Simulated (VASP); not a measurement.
Write the native input for VASP 6.6.1 that does the following.

```
Task                   : single point
Functional             : PBE
Potentials or basis    : VASP PAW PBE potentials, release 64 (K_sv)
Cutoff                 : 520 eV
k mesh                 : 11 × 11 × 11
Occupations            : fermi-dirac, width 0.05 eV
Spin                   : no spin polarisation
Dipole correction      : no
Further INCAR settings : ALGO = Normal; EDIFF = 1e-06; NBANDS = 10
```

The structure of K lies in POSCAR:

```
K
1.0
   -2.5757965174      2.5757965174      2.5757965174
    2.5757965174     -2.5757965174      2.5757965174
    2.5757965174      2.5757965174     -2.5757965174
K
1
Direct
    0.0000000000      0.0000000000      0.0000000000
```

One way to write it, as run:

INCAR

```
PREC = Accurate
ENCUT = 520
EDIFF = 1E-6
ISMEAR = -1
SIGMA = 0.05
LREAL = False
LASPH = True
NELM = 100
ALGO = Normal
ISIF = 2
LWAVE = False
LCHARG = True
GGA = PE
LELF = True
LVHAR = True
NBANDS = 10
```

KPOINTS

```
Automatic mesh
0
Gamma
  11 11 11
```

Potentials or basis: VASP PAW PBE potentials, release 64 (K_sv).

Run with:

```bash
$ cat potpaw_PBE.64/K_sv/POTCAR > POTCAR
$ mpirun -np 1 vasp_std > vasp.out
```

Results of the run:

| Property | Result |
| --- | --- |
| Pressure | 0.3 GPa |

Run time: 34 s on 1 thread of Intel(R) Xeon(R) Platinum 8259CL CPU @ 2.50GHz (Skylake/Cascade Lake), with other jobs on the host, peak memory 0.21 GiB.
